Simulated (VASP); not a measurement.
# Ir (Fm-3m) in VASP: further runs

Aim: see how the results for Ir move with the level of theory and the settings. Levels: PBE, LDA, r2SCAN. Tasks: relaxation of cell and atoms, single point.

Program: VASP 6.6.1. These are calculated values, not measurements. Logs are shortened: lines on timing, memory, paths and dates and some standing lists are left out, and cuts for length are marked.

## Step 1: The cell of the first run

The structure is cubic, space group Fm-3m (No. 225). Conventional cell: a = 3.876 Å, b = 3.876 Å, c = 3.876 Å, α = 90.00°, β = 90.00°, γ = 90.00°. Ir (site symmetry m-3m) has 12 Ir at 2.74 Å within 3.6 Å.

## Step 2: Relaxation of cell and atoms, PBE

INCAR reads:

```
PREC = Accurate
ENCUT = 600
EDIFF = 1E-7
ISMEAR = 0
SIGMA = 0.1
LREAL = False
LASPH = True
NELM = 100
ALGO = Normal
ISIF = 3
LWAVE = False
LCHARG = False
GGA = PE
IBRION = 2
NSW = 100
EDIFFG = -0.005
```

KPOINTS reads:

```
regular mesh
0
Gamma
  18 18 18
```

POSCAR reads:

```
Ir
1.0
    0.0000000000      1.9380596436      1.9380596436
    1.9380596436      0.0000000000      1.9380596436
    1.9380596436      1.9380596436      0.0000000000
Ir
1
Direct
    0.0000000000      0.0000000000      0.0000000000
```

Potentials or basis: VASP PAW PBE potentials, release 64 (Ir).

Command:

```bash
$ cat potpaw_PBE.64/Ir/POTCAR > POTCAR
$ mpirun -np 1 vasp_std > vasp.out
```

OUTCAR:

```text
PREC = Accurate
   ENCUT = 600
   EDIFF = 1E-7
   ISMEAR = 0
   LREAL = False
   LASPH = True
   NELM = 100
   ISIF = 3
   GGA = PE
   IBRION = 2
   NSW = 100
   EDIFFG = -0.005

 ion  position               nearest neighbor table
   1  0.000  0.000  0.000-

  LATTYP: Found a face centered cubic cell.
 ALAT       =     3.8761192872

  Lattice vectors:

 A1 = (   0.0000000000,   1.9380596436,   1.9380596436)
 A2 = (   1.9380596436,   0.0000000000,   1.9380596436)
 A3 = (   1.9380596436,   1.9380596436,   0.0000000000)

Analysis of symmetry for initial positions (statically):
=====================================================================
 Subroutine PRICEL returns:
 Original cell was already a primitive cell.

 Routine SETGRP: Setting up the symmetry group for a
 face centered cubic supercell.

 Subroutine GETGRP returns: Found 48 space group operations
 (whereof 48 operations were pure point group operations)
 out of a pool of 48 trial point group operations.

The static configuration has the point symmetry O_h .

Analysis of symmetry for dynamics (positions and initial velocities):
=====================================================================
 Subroutine PRICEL returns:
 Original cell was already a primitive cell.

 Routine SETGRP: Setting up the symmetry group for a
 face centered cubic supercell.

 Subroutine GETGRP returns: Found 48 space group operations
 (whereof 48 operations were pure point group operations)
 out of a pool of 48 trial point group operations.

The dynamic configuration has the point symmetry O_h .

 Subroutine INISYM returns: Found 48 space group operations
 (whereof 48 operations are pure point group operations),
 and found     1 'primitive' translations

----------------------------------------------------------------------------------------

                                     Primitive cell

  volume of cell :      14.5590

  direct lattice vectors                    reciprocal lattice vectors
     0.000000000  1.938059644  1.938059644    -0.257989996  0.257989996  0.257989996
     1.938059644  0.000000000  1.938059644     0.257989996 -0.257989996  0.257989996
     1.938059644  1.938059644  0.000000000     0.257989996  0.257989996 -0.257989996

  length of vectors
     2.740830233  2.740830233  2.740830233     0.446851781  0.446851781  0.446851781

  position of ions in fractional coordinates (direct lattice)
     0.000000000  0.000000000  0.000000000

  ion indices of the primitive-cell ions
   primitive index   ion index
                 1           1

----------------------------------------------------------------------------------------

 KPOINTS: regular mesh

Automatic generation of k-mesh.
 Grid dimensions read from file:
 generate k-points for:   18   18   18

 Generating k-lattice:

  Cartesian coordinates                     Fractional coordinates (reciprocal lattice)
    -0.014332778  0.014332778  0.014332778     0.055555556  0.000000000  0.000000000
     0.014332778 -0.014332778  0.014332778     0.000000000  0.055555556  0.000000000
     0.014332778  0.014332778 -0.014332778     0.000000000  0.000000000  0.055555556

  Length of vectors
     0.024825099  0.024825099  0.024825099

  Shift w.r.t. Gamma in fractional coordinates (k-lattice)
     0.000000000  0.000000000  0.000000000

 Subroutine IBZKPT returns following result:
 ===========================================

 Found    195 irreducible k-points:

 Following reciprocal coordinates:
            Coordinates               Weight
  0.000000  0.000000  0.000000      1.000000
  0.055556  0.000000  0.000000      8.000000
  0.111111  0.000000  0.000000      8.000000
  0.166667  0.000000  0.000000      8.000000
  0.222222  0.000000  0.000000      8.000000
  0.277778  0.000000  0.000000      8.000000
[... 16 lines left out ...]
 -0.277778  0.055556  0.000000     24.000000
 -0.222222  0.055556  0.000000     24.000000
 [... further k-points ...]
   k-points           NKPTS =    195   k-points in BZ     NKDIM =    195   number of bands    NBANDS=      8
   number of dos      NEDOS =    301   number of ions     NIONS =      1
   total plane-waves  NPLWV =  13824
   dimension x,y,z NGX =    24 NGY =   24 NGZ =   24
   dimension x,y,z NGXF=    48 NGYF=   48 NGZF=   48
   ions per type =               1
   NGX,Y,Z   is equivalent  to a cutoff of  14.56, 14.56, 14.56 a.u.
   NGXF,Y,Z  is equivalent  to a cutoff of  29.11, 29.11, 29.11 a.u.
 SYSTEM =  unknown system
   PREC   = accura    normal or accurate (medium, high low for compatibility)
   ISTART =      0    job   : 0-new  1-cont  2-samecut
   ICHARG =      2    charge: 1-file 2-atom 10-const
   ISPIN  =      1    spin polarized calculation?
   LNONCOLLINEAR =      F non collinear calculations
   LSORBIT =      F    spin-orbit coupling
   LASPH  =      T    aspherical Exc in radial PAW
   ENCUT  =  600.0 eV  44.10 Ry    6.64 a.u.   5.47  5.47  5.47*2*pi/ulx,y,z
   NELM   =    100;   NELMIN=  2; NELMDL= -5     # of ELM steps
   EDIFF  = 0.1E-06   stopping-criterion for ELM
   LREAL  =      F    real-space projection
   EDIFFG = -.5E-02   stopping-criterion for IOM
   NSW    =    100    number of steps for IOM
   IBRION =      2    ionic relax: 0-MD 1-quasi-New 2-CG
   NFREE  =      1    steps in history (QN), initial steepest desc. (CG)
   ISIF   =      3    stress and relaxation
   ISYM   =      2    0-nonsym 1-usesym 2-fastsym
   POTIM  = 0.5000    time-step for ionic-motion
   TEBEG  =    0.0;   TEEND  =   0.0 temperature during run
   PSTRESS=    0.0 pullay stress
   NELECT =       9.0000    total number of electrons
   NUPDOWN=      -1.0000    fix difference up-down
   EMIN   =  10.00;   EMAX   =-10.00  energy-range for DOS
   EFERMI =   0.00;   METHOD = LEGACY
   ISMEAR =     0;   SIGMA  =   0.10  broadening in eV -4-tet -1-fermi 0-gaus
   EFERMI_NEDOS =   21; number of points for ismear=-14 and -15
   IALGO  =     38    algorithm
   IMIX   =      4    mixing-type and parameters
     AMIX     =   0.40;   BMIX     =  1.00
     AMIX_MAG =   1.60;   BMIX_MAG =  1.00
  volume/ion in A,a.u.               =      14.56        98.25
  Fermi-wavevector in a.u.,A,eV,Ry     =   1.394586  2.635385 26.461552  1.944869
  Thomas-Fermi vector in A             =   2.518120
   LORBIT       =      0    0 simple, 1 ext, 2 COOP (PROOUT), +10 PAW based schemes
   GGA     = PE    functional components
   LHFCALC =     F    Hartree Fock is set to
   AEXX    =    0.0000 exact exchange contribution
   IVDW    =     0    specifies the selected vdW correction
   LEPSILON=     F    determine dielectric tensor
   LRPA    =     F    only Hartree local field effects (RPA)
 conjugate gradient relaxation of ions
 non-spin polarized calculation
 Gauss-broadening in eV      SIGMA  =   0.10
  energy-cutoff  :      600.00
  volume of cell :       14.56
 maximum number of plane-waves:       531
 NGX is ok and might be reduce to    24
   NGX = 11   NGY = 11   NGZ = 11

--------------------------------------- Ionic step        1  -------------------------------------------

 number of electron       9.0000000 magnetization

 Free energy of the ion-electron system (eV)
  ---------------------------------------------------
  ext. energy  EPLUGINS =         0.00000000
  ---------------------------------------------------
  free energy    TOTEN  =        -8.85389936 eV

  energy without entropy =       -8.84849188  energy(sigma->0) =       -8.85119562

------------------------ aborting loop because EDIFF is reached ----------------------------------------

  FORCE on cell =-STRESS in cart. coord.  units (eV):
  Direction    XX          YY          ZZ          XY          YZ          ZX
  --------------------------------------------------------------------------------------
  -------------------------------------------------------------------------------------
  Total       -0.0819582     -0.0819582     -0.0819582      0.0000000      0.0000000      0.0000000
  in kB       -9.0192719     -9.0192719     -9.0192719      0.0000000      0.0000000      0.0000000
  external PRESSURE =      -9.0192719 kB  Pullay stress =       0.0000000 kB
[... 20 lines left out ...]
  energy  without entropy=       -8.8484918814  energy(sigma->0) =       -8.85119562

--------------------------------------- Ionic step        2  -------------------------------------------

 number of electron       9.0000000 magnetization

 E-fermi :  10.1488     XC(G=0): -13.8881

 val. band max:       10.1454381032   @ k =   0.5000   0.2222   0.1111
 cond. band min:      10.1536449317   @ k =   0.3333   0.1111   0.0556
 fundamental gap:      0.0082068286
 Fermi energy:        10.1487527053

 k-point     1 :       0.0000    0.0000    0.0000
  band No.  band energies     occupation
      1      -0.8227      2.00000
      2       6.3296      2.00000
      3       6.3296      2.00000
      4       6.3296      2.00000
      5       8.9472      2.00000
      6       8.9472      2.00000
      7      24.4743      0.00000
      8      29.9606      0.00000
[... 285 lines left out ...]
  energy  without entropy=       -8.8473684277  energy(sigma->0) =       -8.85000893

--------------------------------------- Ionic step        3  -------------------------------------------

 number of electron       9.0000000 magnetization

 Free energy of the ion-electron system (eV)
  ---------------------------------------------------
  ext. energy  EPLUGINS =         0.00000000
  ---------------------------------------------------
  free energy    TOTEN  =        -8.85401077 eV

  energy without entropy =       -8.84863144  energy(sigma->0) =       -8.85132110

 E-fermi :   9.9893     XC(G=0): -13.8330

 val. band max:        9.9867386471   @ k =   0.5000   0.2222   0.1111
 cond. band min:       9.9936682253   @ k =   0.3333   0.1111   0.0556
 fundamental gap:      0.0069295782
 Fermi energy:         9.9893365772

 k-point     1 :       0.0000    0.0000    0.0000
  band No.  band energies     occupation
      1      -0.8813      2.00000
      2       6.2252      2.00000
      3       6.2252      2.00000
      4       6.2252      2.00000
      5       8.8041      2.00000
      6       8.8041      2.00000
      7      24.3334      0.00000
      8      29.7649      0.00000
[... 281 lines left out ...]
  FREE ENERGIE OF THE ION-ELECTRON SYSTEM (eV)
  ---------------------------------------------------
  free  energy   TOTEN  =        -8.8540107657 eV

  energy  without entropy=       -8.8486314437  energy(sigma->0) =       -8.85132110

 reached required accuracy - stopping structural energy minimisation
```

Wall time 17 s (1 thread of Intel Xeon 6975P-C (Granite Rapids), shared host); peak memory 0.17 GiB.

Results:

```
Free energy                            : -8.8540 eV
Relaxed volume                         : 14.52 Å³/atom
Relaxed cell                           : a = 2.738 Å, b = 2.738 Å, c = 2.738 Å, α = 60.00°, β = 60.00°, γ = 60.00°
Space group after relaxing (to 0.05 Å) : Fm-3m (No. 225)
Energy gained by relaxing              : 0.1 meV/atom
Ionic steps                            : 3
Pressure after relaxing                : 0.0 GPa
```

The path:
```csv
step,energy change (eV),largest force (eV/Å),pressure (GPa),volume (Å³)
1,0.0000,0.0000,-0.90,14.56
2,0.0012,0.0000,3.29,14.39
3,-0.0001,0.0000,0.01,14.52
```

Final structure:
```xyz
1
Lattice="0.0000 1.9364 1.9364 1.9364 0.0000 1.9364 1.9364 1.9364 0.0000" Properties=species:S:1:pos:R:3 pbc="T T T"
Ir    0.0000    0.0000    0.0000
```

Caveat: spin-orbit coupling is left out, which moves the levels of the heavy elements.

## Step 3: Relaxation of cell and atoms, PBE

This run uses another cell than the first one, of 14.06 Å³/atom, 0.966 times its volume.

INCAR reads:

```
SYSTEM = Ir
  ALGO = Normal
  EDIFF = 1E-7
  EDIFFG = -0.05
  ENCUT = 600
  GGA = PE
  IBRION = 2
  ISIF = 3
  ISMEAR = 0
  LASPH = .TRUE.
  LCHARG = .FALSE.
  LREAL = .FALSE.
  LWAVE = .FALSE.
  NELM = 100
  NSW = 100
  PREC = Accurate
  SIGMA = 0.1
```

KPOINTS reads:

```
k-points
0
G
  8 8 8
  0 0 0
```

POSCAR reads:

```
Ir
1.0
    0.0000000000      1.9156000000      1.9156000000
    1.9156000000      0.0000000000      1.9156000000
    1.9156000000      1.9156000000      0.0000000000
Ir
1
Direct
    0.0000000000      0.0000000000      0.0000000000
```

Potentials or basis: VASP PAW PBE potentials, release 64 (Ir).

Command:

```bash
$ cat potpaw_PBE.64/Ir/POTCAR > POTCAR
$ mpirun -np 1 vasp_std > vasp.out
```

Run time: 11 s. Hardware: 1 thread of AMD EPYC 7R13 (Zen 3), shared host; peak memory 0.12 GiB.

Results (log left out):

- Free energy: -8.7823 eV
- Relaxed volume: 14.58 Å³/atom
- Relaxed cell: a = 2.742 Å, b = 2.742 Å, c = 2.742 Å, α = 60.00°, β = 60.00°, γ = 60.00°
- Space group after relaxing (to 0.05 Å): Fm-3m (No. 225)
- Energy gained by relaxing: 21.4 meV/atom
- Ionic steps: 4
- Pressure after relaxing: -0.1 GPa

Step by step:
```
step  energy change (eV)  largest force (eV/Å)  pressure (GPa)  volume (Å³)
   1              0.0000                0.0000           13.75        14.06
   2              0.2228                0.0000          -32.66        16.66
   3             -0.0213                0.0000           -0.75        14.61
   4             -0.0214                0.0000           -0.07        14.58
```

Final structure:
```xyz
1
Lattice="0.0000 1.9390 1.9390 1.9390 0.0000 1.9390 1.9390 1.9390 0.0000" Properties=species:S:1:pos:R:3 pbc="T T T"
Ir    0.0000    0.0000    0.0000
```

Levels at points of the mesh, in eV from the Fermi level:
```
           k point  band 2  band 3  band 4  band 5  band 6  band 7
(0.00, 0.00, 0.00)   -3.76   -3.76   -3.76   -1.19   -1.19   14.32
(0.50, 0.00, 0.00)   -3.85   -3.85   -0.73    0.80    0.80    6.91
(0.50, 0.50, 0.00)   -7.07    0.77    1.34    1.34    1.65   10.06
```

Caveat: spin-orbit coupling is left out, which moves the levels of the heavy elements. Zero-point motion and thermal expansion aren't in these numbers.

## Step 4: Single point, LDA

This run uses another cell than the first one, of 14.50 Å³/atom, 0.996 times its volume.

INCAR reads:

```
PREC     = Accurate       # precision mode
ENCUT    = 520            # plane-wave cutoff, eV
EDIFF    = 1E-7           # SCF threshold, eV
ISMEAR   = 0              # smearing method
SIGMA    = 0.1            # smearing width, eV
LREAL    = F              # projectors in reciprocal space
LASPH    = T              # aspherical terms in the spheres
NELM     = 100            # most SCF steps
ALGO     = Fast           # electronic algorithm
ISIF     = 2              # what is computed and relaxed
LWAVE    = F              # write WAVECAR
LCHARG   = F              # write CHGCAR
NBANDS   = 10             # bands
```

KPOINTS reads:

```
regular mesh
0
Gamma
  18 18 18
```

POSCAR reads:

```
Ir
1.0
    0.0000000000      1.9353304886      1.9353304886
    1.9353304886      0.0000000000      1.9353304886
    1.9353304886      1.9353304886      0.0000000000
Ir
1
Direct
    0.0000000000      0.0000000000      0.0000000000
```

Potentials or basis: VASP PAW LDA potentials, release 64 (Ir).

Command:

```bash
$ cat potpaw_LDA.64/Ir/POTCAR > POTCAR
$ mpirun -np 1 vasp_std > vasp.out
```

OUTCAR:

```text
PREC = Accurate
   ENCUT = 520
   EDIFF = 1E-7
   ISMEAR = 0
   LREAL = F
   LASPH = T
   NELM = 100
   ISIF = 2

 ion  position               nearest neighbor table
   1  0.000  0.000  0.000-

  LATTYP: Found a face centered cubic cell.
 ALAT       =     3.8706609772

  Lattice vectors:

 A1 = (   0.0000000000,   1.9353304886,   1.9353304886)
 A2 = (   1.9353304886,   0.0000000000,   1.9353304886)
 A3 = (   1.9353304886,   1.9353304886,   0.0000000000)

Analysis of symmetry for initial positions (statically):
=====================================================================
 Subroutine PRICEL returns:
 Original cell was already a primitive cell.

 Routine SETGRP: Setting up the symmetry group for a
 face centered cubic supercell.

 Subroutine GETGRP returns: Found 48 space group operations
 (whereof 48 operations were pure point group operations)
 out of a pool of 48 trial point group operations.

The static configuration has the point symmetry O_h .

Analysis of symmetry for dynamics (positions and initial velocities):
=====================================================================
 Subroutine PRICEL returns:
[... 165 lines left out ...]
      1      -0.9620      2.00000
      2       6.1107      2.00000
      3       6.1107      2.00000
      4       6.1107      2.00000
      5       8.7345      2.00000
      6       8.7345      2.00000
      7      24.2763      0.00000
      8      29.6680      0.00000
      9      29.6680      0.00000
     10      29.6680      0.00000
[... 287 lines left out ...]
 k-point    24 :      -0.2222    0.0556    0.0000
  band No.  band energies     occupation
      1       1.2077      2.00000
      2       5.4788      2.00000
      3       6.5632      2.00000
      4       6.6503      2.00000
      5       8.4542      2.00000
      6       9.2821      2.00000
      7      23.9516      0.00000
      8      26.7488      0.00000
      9      31.6586      0.00000
     10      32.8973      0.00000

 [... further k-points ...]

------------------------ aborting loop because EDIFF is reached ----------------------------------------

  FORCE on cell =-STRESS in cart. coord.  units (eV):
  Direction    XX          YY          ZZ          XY          YZ          ZX
  --------------------------------------------------------------------------------------
  -------------------------------------------------------------------------------------
  Total       -1.3501767     -1.3501767     -1.3501767      0.0000000     -0.0000000      0.0000000
  in kB     -149.2126962   -149.2126962   -149.2126962      0.0000000     -0.0000000      0.0000000
  external PRESSURE =    -149.2126962 kB  Pullay stress =       0.0000000 kB

 VOLUME and BASIS-vectors are now :
 -----------------------------------------------------------------------------
  energy-cutoff  :      520.00
  volume of cell :       14.50
      direct lattice vectors                 reciprocal lattice vectors
     0.000000000  1.935330489  1.935330489    -0.258353807  0.258353807  0.258353807
     1.935330489  0.000000000  1.935330489     0.258353807 -0.258353807  0.258353807
     1.935330489  1.935330489  0.000000000     0.258353807  0.258353807 -0.258353807

 POSITION                                       TOTAL-FORCE (eV/Angst)
 -----------------------------------------------------------------------------------
      0.00000      0.00000      0.00000        -0.000000      0.000000     -0.000000
 -----------------------------------------------------------------------------------
    total drift:                                0.000000     -0.000000     -0.000000

  FREE ENERGIE OF THE ION-ELECTRON SYSTEM (eV)
  ---------------------------------------------------
  free  energy   TOTEN  =       -10.3022423671 eV

  energy  without entropy=      -10.2968929493  energy(sigma->0) =      -10.29956766
```

Wall time 22 s (1 thread of Intel Xeon 6975P-C, shared host); peak memory 0.15 GiB.

Results:

```yaml
Free_energy: -10.3022 eV
Pressure: -14.9 GPa
```

Levels at points of the mesh, in eV from the Fermi level:
| k point | band 2 | band 3 | band 4 | band 5 | band 6 | band 7 |
| --- | --- | --- | --- | --- | --- | --- |
| (0.00, 0.00, 0.00) | -3.80 | -3.80 | -3.80 | -1.18 | -1.18 | 14.36 |
| (0.50, 0.00, 0.00) | -3.88 | -3.88 | -0.68 | 0.83 | 0.83 | 6.98 |
| (0.50, 0.50, 0.00) | -7.13 | 0.81 | 1.37 | 1.37 | 1.71 | 10.15 |

Caveat: spin-orbit coupling is left out, which moves the levels of the heavy elements.

(Part 1 of 2 ends here.)
